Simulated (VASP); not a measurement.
Here is a VASP 6.6.1 calculation.

File INCAR:

```
  PREC = Accurate
  ENCUT = 600
  EDIFF = 1E-6
  ISMEAR = 0
  SIGMA = 0.02
  LREAL = False
  LASPH = True
  NELM = 120
  ALGO = Normal
  ISIF = 2
  LWAVE = False
  LCHARG = False
  NBANDS = 11
  GGA_COMPAT = False
```

File KPOINTS:

```
Automatic mesh
0
Gamma
  10 10 10
```

The input POSCAR:

```
MgO
1.0
    0.0000000000      2.0795966711      2.0795966711
    2.0795966711      0.0000000000      2.0795966711
    2.0795966711      2.0795966711      0.0000000000
Mg O
1 1
Direct
    0.0000000000      0.0000000000      0.0000000000
    0.5000000000      0.5000000000      0.5000000000
```

Potentials or basis: VASP PAW LDA potentials, release 64 (Mg, O).

Launch:

```console
$ cat potpaw_LDA.64/Mg/POTCAR potpaw_LDA.64/O/POTCAR > POTCAR
$ mpirun -np 1 vasp_std > vasp.out
```

Task: Estimate the pressure.

Result: -2.0 GPa.

Task: Estimate the band gap on the k mesh.

Result: 5.04 eV, direct.

**What was measured.**

“Electronic structure of alkaline earth and post-transition metal oxides”, 2009, arxiv:0908.1581 quotes, for a bulk crystal of MgO: band gap 7.83 eV.

Against the measured gap of MgO, 7.83 eV (quoted in “Electronic structure of alkaline earth and post-transition metal oxides”, 2009, arxiv:0908.1581), the calculated 5.04 eV is off by -2.79 eV. The value is that of LDA, without temperature or zero-point motion. Semilocal functionals fall short of measured gaps as a rule.
